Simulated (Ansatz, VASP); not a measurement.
Two plane-wave programs on Li2S

INCAR

```
SYSTEM = Li2S
  PREC = Accurate
  ENCUT = 750
  EDIFF = 1E-6
  ISMEAR = 0
  SIGMA = 0.02
  LREAL = .FALSE.
  LASPH = .TRUE.
  NELM = 120
  ALGO = Normal
  ISIF = 2
  LWAVE = .FALSE.
  LCHARG = .TRUE.
  GGA = PE
  LELF = .TRUE.
  LVHAR = .TRUE.
  NBANDS = 13
  GGA_COMPAT = .FALSE.
```

KPOINTS

```
Automatic mesh
0
G
  8 8 8
  0 0 0
```

File POSCAR:

```
Li2S
1.0
    0.0000000000      2.9087677404      2.9087677404
    2.9087677404      0.0000000000      2.9087677404
    2.9087677404      2.9087677404      0.0000000000
Li S
2 1
Direct
    0.2500000000      0.2500000000      0.2500000000
    0.7500000000      0.7500000000      0.7500000000
    0.0000000000      0.0000000000      0.0000000000
```

Input for Ansatz:

```yaml
crystal:
  lattice:
    - [0.0, 2.9087677404, 2.9087677404]
    - [2.9087677404, 0.0, 2.9087677404]
    - [2.9087677404, 2.9087677404, 0.0]
  atoms:
    - { symbol: Li, position: [0.25, 0.25, 0.25] }
    - { symbol: Li, position: [0.75, 0.75, 0.75] }
    - { symbol: S, position: [0.0, 0.0, 0.0] }
basis:
  ecutwfc: 420
kpoints:
  mp_grid: { grid: [8, 8, 8] }
hamiltonian:
  xc: pbe
scf:
  occupations: { method: gaussian, width: 0.02 }
output:
  forces: true
  stress: true
  eigenvalues: true
```

Alike in both runs: task single point; functional PBE; k mesh 8 × 8 × 8; occupations gaussian, width 0.02 eV; no spin polarisation.

|  | VASP | Ansatz |
| --- | --- | --- |
| version | VASP 6.6.1 | Ansatz 0.2.0 |
| potentials or method | VASP PAW PBE potentials, release 64 (Li_sv, S), cutoff 750 eV | scalar-relativistic, plane waves, PAW |
| valence electrons in the cell | 12 | 12 |

|  | VASP | Ansatz | Ansatz less VASP |
| --- | --- | --- | --- |
| gap on the k mesh at the Fermi level (eV) | 3.42 | 3.42 | +0.005 |
| least direct gap on the mesh (eV) | 3.96 | 3.96 | +0.001 |
| pressure (GPa) | -2.3 | -2.1 | +0.23 |
